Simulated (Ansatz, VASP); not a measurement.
# One calculation of MgCdO, two programs

INCAR

```
  PREC = Accurate
  ENCUT = 600
  EDIFF = 1E-7
  ISMEAR = 0
  SIGMA = 0.1
  LREAL = F
  LASPH = T
  NELM = 60
  ALGO = Normal
  ISIF = 3
  LWAVE = F
  LCHARG = F
  GGA = PE
  IBRION = 2
  NSW = 90
  EDIFFG = -0.04
```

The input KPOINTS:

```
regular mesh
0
Gamma
  6 6 4
```

File POSCAR:

```
MgCdO
1.0
    3.6122716100      0.0000000000      0.0000000000
    0.0000000000      3.6122716100      0.0000000000
    0.0000000000      0.0000000000      6.2113693400
Mg Cd O
2 2 2
Direct
    0.0000000000      0.5000000000      0.6277660100
    0.5000000000      0.0000000000      0.3722339900
    0.0000000000      0.5000000000      0.1668660000
    0.5000000000      0.0000000000      0.8331340000
    0.0000000000      0.0000000000      0.0000000000
    0.5000000000      0.5000000000      0.0000000000
```

Input for Ansatz:

```yaml
crystal:
  lattice:
    - [3.61227161, 0.0, 0.0]
    - [0.0, 3.61227161, 0.0]
    - [0.0, 0.0, 6.21136934]
  atoms:
    - { symbol: Mg, position: [0.0, 0.5, 0.62776601] }
    - { symbol: Mg, position: [0.5, 0.0, 0.37223399] }
    - { symbol: Cd, position: [0.0, 0.5, 0.166866] }
    - { symbol: Cd, position: [0.5, 0.0, 0.833134] }
    - { symbol: O, position: [0.0, 0.0, 0.0] }
    - { symbol: O, position: [0.5, 0.5, 0.0] }
basis:
  ecutwfc: 420
kpoints:
  mp_grid: { grid: [6, 6, 4] }
hamiltonian:
  xc: pbe
scf:
  occupations: { method: gaussian, width: 0.1 }
  lower_state_search: "off"
output:
  forces: true
  stress: true
  eigenvalues: true
relax:
  adjacent_minimum: "off"
  f_tol: 0.04
  max_steps: 70
  cell: { stress_tol: 0.4 }
```

Change from the starting cell: species swapped into the DyClO type (P4/nmm, No. 129).

Alike in both runs: task relaxation of cell and atoms; functional PBE; k mesh 6 × 6 × 4; occupations gaussian, width 0.1 eV; no spin polarisation.

```csv
,VASP,Ansatz
version,VASP 6.6.1,Ansatz 0.2.0
potentials or method,"VASP PAW PBE potentials, release 64 (Mg, Cd, O), cutoff 600 eV","scalar-relativistic, plane waves, PAW"
valence electrons in the cell,40,72
```

Ansatz gave:

| Property | Result |
| --- | --- |
| gap on the k mesh at the Fermi level, each at its own relaxed structure (eV) | none |
| relaxed volume (Å³/atom) | 19.49 |
| relaxed cell length with the largest relative difference (Å) | 7.251 |

Question: Estimate VASP's values.

Answer: gap on the k mesh at the Fermi level, each at its own relaxed structure (eV): none; relaxed volume (Å³/atom): 19.50; relaxed cell length with the largest relative difference (Å): 7.209.

A gap of «none» marks a metal or a gap that the smearing closes. VASP's potentials hold 40 valence electrons a cell and Ansatz's 72, so a difference there can come from the potentials and not from the codes.

Noted on VASP's run: the volume moved by over 15 % at a fixed basis, so the end points are rough.
